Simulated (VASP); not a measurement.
Wanted: the native input for a VASP 6.6.1 run.

* Task: single point
* Functional: PBE
* Potentials or basis: VASP PAW PBE potentials, release 64 (Si, C)
* Cutoff: 520 eV
* k mesh: 12 × 12 × 4
* Occupations: gaussian, width 0.05 eV
* Spin: no spin polarisation
* Dipole correction: no
* Further INCAR settings: ALGO = Normal; EDIFF = 1e-06; NBANDS = 26

The structure of SiC lies in POSCAR:

```
SiC
1.0
    3.0940652517      0.0000000000      0.0000000000
   -1.5470326258      2.6795391090      0.0000000000
    0.0000000000      0.0000000000      9.8591000000
Si C
4 4
Direct
    0.6666666667      0.3333333333      0.9378436843
    0.3333333333      0.6666666667      0.4378436843
    0.0000000000      0.0000000000      0.6878989045
    0.0000000000      0.0000000000      0.1878989045
    0.6666666667      0.3333333333      0.7498087506
    0.3333333333      0.6666666667      0.2498087506
    0.0000000000      0.0000000000      0.5004476606
    0.0000000000      0.0000000000      0.0004476606
```

The input as run:

INCAR

```
ALGO = Normal ; EDIFF = 1E-6
ENCUT = 520 ; GGA = PE
ISIF = 2 ; ISMEAR = 0
LASPH = True ; LCHARG = False
LREAL = False ; LWAVE = False
NBANDS = 26 ; NELM = 80
PREC = Accurate ; SIGMA = 0.05
```

KPOINTS

```
k-points
0
Gamma
  12 12 4
```

Potentials or basis: VASP PAW PBE potentials, release 64 (Si, C).

Run with:

```sh
$ cat potpaw_PBE.64/Si/POTCAR potpaw_PBE.64/C/POTCAR > POTCAR
$ mpirun -np 1 vasp_std > vasp.out
```

Results of the run:

```
Pressure               : 6.2 GPa
Largest force          : 0.348 eV/Å
Band gap on the k mesh : 2.20 eV, indirect (least direct gap 3.32 eV)
```

Run time: 77 s on 1 thread of Intel(R) Xeon(R) Platinum 8488C (Sapphire Rapids) (shared host), peak memory 0.24 GiB.
